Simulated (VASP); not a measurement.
# SiNi2 (P6_3/mmc) in VASP: notebook

SiNi2 is run at these levels: PBEsol; tasks: single point.

Everything below comes from runs of VASP 6.6.1. Logs are shortened: lines on timing, memory, paths and dates and some standing lists are left out, and cuts for length are marked.

## 1. The cell of the first run

Symmetry: P6_3/mmc, No. 194, hexagonal system. Conventional cell: a = 3.888 Å, b = 3.888 Å, c = 4.819 Å, α = 90.00°, β = 90.00°, γ = 120.00°. Si (site symmetry -6m2) has 11 Ni at 2.24 to 2.55 Å within 3.0 Å. Ni (site symmetry -3m) has 8 Ni at 2.41 to 2.55 Å and 6 Si at 2.55 Å within 3.2 Å. Ni (site symmetry -6m2) has 5 Si at 2.24 to 2.41 Å and 6 Ni at 2.55 Å within 3.0 Å.

## 2. Single point, PBEsol (uniaxial strain along c: -2.0 %)

The input, INCAR:

```
SYSTEM = SiNi2
  ALGO = Fast
  EDIFF = 1E-6
  ENCUT = 520
  GGA = PS
  ISIF = 2
  ISMEAR = 0
  LASPH = .TRUE.
  LCHARG = .TRUE.
  LELF = .TRUE.
  LREAL = .FALSE.
  LVHAR = .TRUE.
  LWAVE = .FALSE.
  NBANDS = 33
  NELM = 60
  PREC = Accurate
  SIGMA = 0.1
```

The input, KPOINTS:

```
k-points
0
G
  12 12 8
  0 0 0
```

The input, POSCAR:

```
SiNi2
1.0
    3.8878059757      0.0000000000      0.0000000000
   -1.9439029879      3.3669387400      0.0000000000
    0.0000000000      0.0000000000      4.8186455657
Si Ni
2 4
Direct
    0.3333333333      0.6666666667      0.7500000000
    0.6666666667      0.3333333333      0.2500000000
    0.0000000000      0.0000000000      0.0000000000
    0.0000000000      0.0000000000      0.5000000000
    0.3333333333      0.6666666667      0.2500000000
    0.6666666667      0.3333333333      0.7500000000
```

Potentials or basis: VASP PAW PBE potentials, release 64 (Si, Ni).

Run with:

```sh
> cat potpaw_PBE.64/Si/POTCAR potpaw_PBE.64/Ni/POTCAR > POTCAR
> mpirun -np 1 vasp_std > vasp.out
```

OUTCAR:

```text
SYSTEM = SiNi2
   EDIFF = 1E-6
   ENCUT = 520
   GGA = PS
   ISIF = 2
   ISMEAR = 0
   LASPH = .TRUE.
   LREAL = .FALSE.
   NELM = 60
   PREC = Accurate

 ion  position               nearest neighbor table
   1  0.333  0.667  0.750-   6 2.24   6 2.24   6 2.24   5 2.41   5 2.41   3 2.55   4 2.55   4 2.55
                             3 2.55   4 2.55   3 2.55
   2  0.667  0.333  0.250-   5 2.24   5 2.24   5 2.24   6 2.41   6 2.41   3 2.55   4 2.55   3 2.55
                             4 2.55   3 2.55   4 2.55
   3  0.000  0.000  0.000-   4 2.41   4 2.41   1 2.55   5 2.55   6 2.55   2 2.55   2 2.55   6 2.55
                             1 2.55   5 2.55   2 2.55   6 2.55   1 2.55   5 2.55
   4  0.000  0.000  0.500-   3 2.41   3 2.41   1 2.55   5 2.55   6 2.55   2 2.55   2 2.55   6 2.55
                             1 2.55   5 2.55   2 2.55   6 2.55   1 2.55   5 2.55
   5  0.333  0.667  0.250-   2 2.24   2 2.24   2 2.24   1 2.41   1 2.41   3 2.55   4 2.55   4 2.55
                             3 2.55   4 2.55   3 2.55
   6  0.667  0.333  0.750-   1 2.24   1 2.24   1 2.24   2 2.41   2 2.41   3 2.55   4 2.55   3 2.55
                             4 2.55   3 2.55   4 2.55

  LATTYP: Found a hexagonal cell.
 ALAT       =     3.8878059757
 C/A-ratio  =     1.2394254229

  Lattice vectors:

 A1 = (   3.8878059757,   0.0000000000,   0.0000000000)
 A2 = (  -1.9439029879,   3.3669387400,   0.0000000000)
 A3 = (   0.0000000000,   0.0000000000,   4.8186455657)

Analysis of symmetry for initial positions (statically):
=====================================================================
 Subroutine PRICEL returns:
 Original cell was already a primitive cell.

 Routine SETGRP: Setting up the symmetry group for a
 hexagonal supercell.

 Subroutine GETGRP returns: Found 24 space group operations
 (whereof 12 operations were pure point group operations)
 out of a pool of 24 trial point group operations.

The static configuration has the point symmetry D_3d.
 The point group associated with its full space group is D_6h.

Analysis of symmetry for dynamics (positions and initial velocities):
=====================================================================
 Subroutine PRICEL returns:
 Original cell was already a primitive cell.

 Routine SETGRP: Setting up the symmetry group for a
 hexagonal supercell.

 Subroutine GETGRP returns: Found 24 space group operations
 (whereof 12 operations were pure point group operations)
 out of a pool of 24 trial point group operations.

[... 113 lines left out ...]
   IBRION =     -1    ionic relax: 0-MD 1-quasi-New 2-CG
   NFREE  =      0    steps in history (QN), initial steepest desc. (CG)
   ISIF   =      2    stress and relaxation
   ISYM   =      2    0-nonsym 1-usesym 2-fastsym
   POTIM  = 0.5000    time-step for ionic-motion
   TEBEG  =    0.0;   TEEND  =   0.0 temperature during run
   PSTRESS=    0.0 pullay stress
   NELECT =      48.0000    total number of electrons
   NUPDOWN=      -1.0000    fix difference up-down
   EMIN   =  10.00;   EMAX   =-10.00  energy-range for DOS
   EFERMI =   0.00;   METHOD = LEGACY
   ISMEAR =     0;   SIGMA  =   0.10  broadening in eV -4-tet -1-fermi 0-gaus
   EFERMI_NEDOS =   21; number of points for ismear=-14 and -15
   IALGO  =     68    algorithm
   IMIX   =      4    mixing-type and parameters
     AMIX     =   0.40;   BMIX     =  1.00
     AMIX_MAG =   1.60;   BMIX_MAG =  1.00
  volume/ion in A,a.u.               =      10.51        70.94
  Fermi-wavevector in a.u.,A,eV,Ry     =   1.494630  2.824441 30.394305  2.233918
  Thomas-Fermi vector in A             =   2.606878
   LORBIT       =      0    0 simple, 1 ext, 2 COOP (PROOUT), +10 PAW based schemes
   GGA     = PS    functional components
   LHFCALC =     F    Hartree Fock is set to
   AEXX    =    0.0000 exact exchange contribution
   IVDW    =     0    specifies the selected vdW correction
   LEPSILON=     F    determine dielectric tensor
   LRPA    =     F    only Hartree local field effects (RPA)
 non-spin polarized calculation
 RMM-DIIS sequential band-by-band and
 Gauss-broadening in eV      SIGMA  =   0.10
  energy-cutoff  :      520.00
  volume of cell :       63.08
 maximum number of plane-waves:      1716
 NGX is ok and might be reduce to    30
   NGX = 15   NGY = 15   NGZ = 17

 number of electron      47.9999977 magnetization

 Free energy of the ion-electron system (eV)
  ---------------------------------------------------
  ext. energy  EPLUGINS =         0.00000000
  ---------------------------------------------------
  free energy    TOTEN  =       -39.53353468 eV

  energy without entropy =      -39.51644996  energy(sigma->0) =      -39.52499232

 E-fermi :  11.5752     XC(G=0): -13.2751

 val. band max:       11.5543720656   @ k =   0.2500   0.2500   0.1250
 cond. band min:      11.5768512751   @ k =   0.2500   0.0833   0.1250
 fundamental gap:      0.0224792095
 Fermi energy:        11.5751963875

 k-point     1 :       0.0000    0.0000    0.0000
  band No.  band energies     occupation
      1      -1.3283      2.00000
      2       3.3797      2.00000
      3       5.0083      2.00000
      4       6.3028      2.00000
      5       6.3028      2.00000
      6       7.5101      2.00000
[... 853 lines left out ...]
     32      19.0128      0.00000
     33      19.8565      0.00000

 [... further k-points ...]

------------------------ aborting loop because EDIFF is reached ----------------------------------------

  FORCE on cell =-STRESS in cart. coord.  units (eV):
  Direction    XX          YY          ZZ          XY          YZ          ZX
  --------------------------------------------------------------------------------------
  -------------------------------------------------------------------------------------
  Total       -0.0702690     -0.0702690      2.7391124      0.0000000      0.0000000     -0.0000000
  in kB       -1.7848823     -1.7848823     69.5753911      0.0000000      0.0000000     -0.0000000
  external PRESSURE =      22.0018755 kB  Pullay stress =       0.0000000 kB

 VOLUME and BASIS-vectors are now :
 -----------------------------------------------------------------------------
  energy-cutoff  :      520.00
  volume of cell :       63.08
      direct lattice vectors                 reciprocal lattice vectors
     3.887805976  0.000000000  0.000000000     0.257214482  0.148502850  0.000000000
    -1.943902988  3.366938740  0.000000000     0.000000000  0.297005701  0.000000000
     0.000000000  0.000000000  4.818645566     0.000000000  0.000000000  0.207527195

 POSITION                                       TOTAL-FORCE (eV/Angst)
 -----------------------------------------------------------------------------------
     -0.00000      2.24463      3.61398        -0.000000      0.000000      0.000000
      1.94390      1.12231      1.20466         0.000000     -0.000000      0.000000
      0.00000      0.00000      0.00000        -0.000000     -0.000000      0.000000
      0.00000      0.00000      2.40932         0.000000     -0.000000      0.000000
     -0.00000      2.24463      1.20466        -0.000000     -0.000000      0.000000
      1.94390      1.12231      3.61398         0.000000      0.000000      0.000000
 -----------------------------------------------------------------------------------
    total drift:                                0.000000     -0.000000      0.000000

  FREE ENERGIE OF THE ION-ELECTRON SYSTEM (eV)
  ---------------------------------------------------
  free  energy   TOTEN  =       -39.5335346808 eV

  energy  without entropy=      -39.5164499592  energy(sigma->0) =      -39.52499232
```

OSZICAR:

```text
N       E                     dE             d eps       ncg     rms          rms(c)
DAV:   1     0.318519916498E+03    0.31852E+03   -0.20909E+04  6326   0.189E+03
DAV:   2    -0.213005436816E+02   -0.33982E+03   -0.32113E+03  6270   0.370E+02
DAV:   3    -0.446560003764E+02   -0.23355E+02   -0.22053E+02  6917   0.123E+02
DAV:   4    -0.452667295030E+02   -0.61073E+00   -0.60689E+00  7573   0.183E+01
DAV:   5    -0.452877019730E+02   -0.20972E-01   -0.20965E-01  7957   0.314E+00    0.258E+01
RMM:   6    -0.464044953102E+02   -0.11168E+01   -0.74096E+01  6818   0.859E+01    0.248E+01
RMM:   7    -0.397902417864E+02    0.66143E+01   -0.20873E+01  6298   0.485E+01    0.741E+00
RMM:   8    -0.405652538863E+02   -0.77501E+00   -0.25180E+00  6545   0.148E+01    0.114E+01
RMM:   9    -0.395390463587E+02    0.10262E+01   -0.11463E+00  6518   0.110E+01    0.119E+00
RMM:  10    -0.395338788444E+02    0.51675E-02   -0.89095E-02  6820   0.190E+00    0.634E-01
RMM:  11    -0.395326897706E+02    0.11891E-02   -0.28624E-02  7458   0.140E+00    0.291E-01
RMM:  12    -0.395334713656E+02   -0.78160E-03   -0.93316E-03  8029   0.555E-01    0.204E-01
RMM:  13    -0.395336395365E+02   -0.16817E-03   -0.17692E-03  8875   0.211E-01    0.114E-01
RMM:  14    -0.395335326163E+02    0.10692E-03   -0.42621E-04  6878   0.185E-01    0.301E-02
RMM:  15    -0.395335327274E+02   -0.11119E-06   -0.61446E-05  7400   0.706E-02    0.162E-02
RMM:  16    -0.395335343465E+02   -0.16191E-05   -0.24940E-05  8507   0.281E-02    0.648E-03
RMM:  17    -0.395335346808E+02   -0.33426E-06   -0.28647E-06  4846   0.101E-02
   1 F= -.39533535E+02 E0= -.39524992E+02  d E =-.170847E-01
```

stdout:

```text
POSCAR found type information on POSCAR SiNi
 POSCAR found :  2 types and       6 ions
 scaLAPACK will be used
 -----------------------------------------------------------------------------
|                                                                             |
|                                                                             |
|     You enforced a specific xc type in the INCAR file but a different       |
|     I HOPE YOU KNOW WHAT YOU ARE DOING!                                     |
|                                                                             |
 -----------------------------------------------------------------------------

 LDA part: xc-table for (Slater+PW92), standard interpolation
 POSCAR, INCAR and KPOINTS ok, starting setup
 FFT: planning ... GRIDC
 FFT: planning ... GRID_SOFT
 FFT: planning ... GRID
 WAVECAR not read
 entering main loop
```

It took 5.3 min on 1 thread of Intel Xeon 8259CL, shared host; peak memory 0.29 GiB.

Results:

| Quantity | Value |
| --- | --- |
| Free energy | -39.5335 eV |
| Pressure | 2.2 GPa |
| Band gap on the k mesh | zero (bands 24 and 25 overlap by 3.22 eV) |

Caveat: the cell differs from its parent crystal (uniaxial strain along c: -2.0 %); the PAW data sets were made with another functional, which shifts forces and pressure a little. Spin polarisation is off, so any magnetic state and its effect on volume and gap are missing.

## 3. Single point, PBEsol (biaxial strain in the a-b plane: -6.0 %)

The input, INCAR:

```
PREC = Accurate
ENCUT = 520
EDIFF = 1E-6
ISMEAR = 0
SIGMA = 0.1
LREAL = False
LASPH = True
NELM = 100
ALGO = Fast
ISIF = 2
LWAVE = False
LCHARG = False
GGA = PS
NBANDS = 33
```

The input, KPOINTS:

```
Automatic mesh
0
Gamma
  12 12 8
```

POSCAR: that of step 2 with these lines changed.

```diff
@@ -2,5 +2,5 @@
 1.0
-    3.8878059757      0.0000000000      0.0000000000
-   -1.9439029879      3.3669387400      0.0000000000
-    0.0000000000      0.0000000000      4.8186455657
+    3.6363558345      0.0000000000      0.0000000000
+   -1.8181779173      3.1491765299      0.0000000000
+    0.0000000000      0.0000000000      5.0939967282
 Si Ni
```

Potentials or basis: VASP PAW PBE potentials, release 64 (Si, Ni).

Run with:

```sh
> cat potpaw_PBE.64/Si/POTCAR potpaw_PBE.64/Ni/POTCAR > POTCAR
> mpirun -np 1 vasp_std > vasp.out
```

It took 3.7 min on 1 thread of Intel Xeon Platinum 8488C (Sapphire Rapids), shared host; peak memory 0.27 GiB.

It converged, with:

| Quantity | Value |
| --- | --- |
| Free energy | -38.6847 eV |
| Pressure | 31.5 GPa |
| Band gap on the k mesh | zero (bands 24 and 25 overlap by 4.34 eV) |

Stress tensor (GPa, compression positive):
```
43.25  0.00  0.00
 0.00 43.25  0.00
 0.00  0.00  7.91
```

Levels at points of the mesh, in eV from the Fermi level:
| k point | band 21 | band 22 | band 23 | band 24 | band 25 | band 26 | band 27 | band 28 |
| --- | --- | --- | --- | --- | --- | --- | --- | --- |
| (0.00, 0.00, 0.00) | -0.65 | -0.65 | -0.19 | 3.55 | 3.55 | 3.68 | 3.78 | 3.78 |
| (0.50, 0.00, 0.00) | -1.79 | -1.31 | -1.22 | -0.81 | -0.77 | 1.39 | 2.12 | 4.03 |
| (0.00, 0.00, 0.50) | -1.42 | -1.42 | 2.03 | 2.03 | 4.05 | 4.05 | 4.05 | 4.06 |
| (0.50, 0.00, 0.50) | -1.44 | -1.44 | -1.13 | -1.13 | 1.17 | 1.17 | 3.85 | 3.85 |

Caveat: the cell differs from its parent crystal (biaxial strain in the a-b plane: -6.0 %); the cell stands under pressure; the PAW data sets were made with another functional, which shifts forces and pressure a little. Spin polarisation is off, so any magnetic state and its effect on volume and gap are missing.

## 4. Single point, PBEsol (biaxial strain in the a-b plane: -6.0 %, then relaxed in part)

The input, INCAR:

```
  PREC = Accurate
  ENCUT = 520
  EDIFF = 1E-6
  ISMEAR = 0
  SIGMA = 0.1
  LREAL = F
  LASPH = T
  NELM = 100
  ALGO = Fast
  ISIF = 2
  LWAVE = F
  LCHARG = F
  GGA = PS
  NBANDS = 33
```

The input, KPOINTS:

```
regular mesh
0
Gamma
  12 12 8
```

POSCAR: that of step 3 with these lines changed.

```diff
@@ -4,3 +4,3 @@
    -1.8181779173      3.1491765299      0.0000000000
-    0.0000000000      0.0000000000      5.0939967282
+    0.0000000000      0.0000000000      5.2044522053
 Si Ni
```

Run with:

```sh
> cat potpaw_PBE.64/Si/POTCAR potpaw_PBE.64/Ni/POTCAR > POTCAR
> mpirun -np 1 vasp_std > vasp.out
```

Wall time 3.2 min (1 thread of Intel Xeon Platinum 8488C (Sapphire Rapids), shared host); peak memory 0.27 GiB.

The run converged. Its results:

```
Free energy            : -38.7114 eV
Pressure               : 26.3 GPa
Band gap on the k mesh : zero (bands 24 and 25 overlap by 4.33 eV)
```

Stress tensor (GPa, compression positive):
```
38.84  0.00  0.00
 0.00 38.84  0.00
 0.00  0.00  1.11
```

Levels at points of the mesh, in eV from the Fermi level:
```csv
k point,band 20,band 21,band 22,band 23,band 24,band 25,band 26,band 27,band 28,band 29
"(0.00, 0.00, 0.00)",-1.40,-0.63,-0.63,-0.28,3.58,3.68,3.68,3.83,3.83,4.12
"(0.50, 0.00, 0.00)",-1.92,-1.75,-1.26,-1.20,-0.84,-0.75,1.28,2.08,3.95,4.09
"(0.00, 0.00, 0.50)",-1.38,-1.38,-1.38,1.73,1.73,4.09,4.09,4.09,4.09,4.86
"(0.50, 0.00, 0.50)",-1.87,-1.41,-1.41,-1.13,-1.13,1.16,1.16,3.80,3.80,4.98
```

Caveat: the cell differs from its parent crystal (biaxial strain in the a-b plane: -6.0 %, then relaxed in part); the cell stands under pressure; the PAW data sets were made with another functional, which shifts forces and pressure a little. Spin polarisation is off, so any magnetic state and its effect on volume and gap are missing.

## 5. Summary

```tsv
cell	gap on the mesh (eV)	pressure (GPa)
a = 3.888, b = 3.888, c = 4.819 Å, angles 90.0, 90.0, 120.0°, 6 atoms	none	2.2
a = 3.636, b = 3.636, c = 5.094 Å, angles 90.0, 90.0, 120.0°, 6 atoms	none	31.5
a = 3.636, b = 3.636, c = 5.204 Å, angles 90.0, 90.0, 120.0°, 6 atoms	none	26.3
```

Alike in all rows: task single point; level PBEsol; potentials or basis VASP PAW PBE potentials, release 64 (Si, Ni); no spin polarisation; k mesh 12 × 12 × 8; cutoff (eV) 520; smearing gaussian 0.1 eV.

Caveats: the PAW data sets were made with another functional, which shifts forces and pressure a little; the cell stands under pressure (at least some runs).

Total energies depend on the potentials used, so only differences within one code and one set of settings carry meaning.
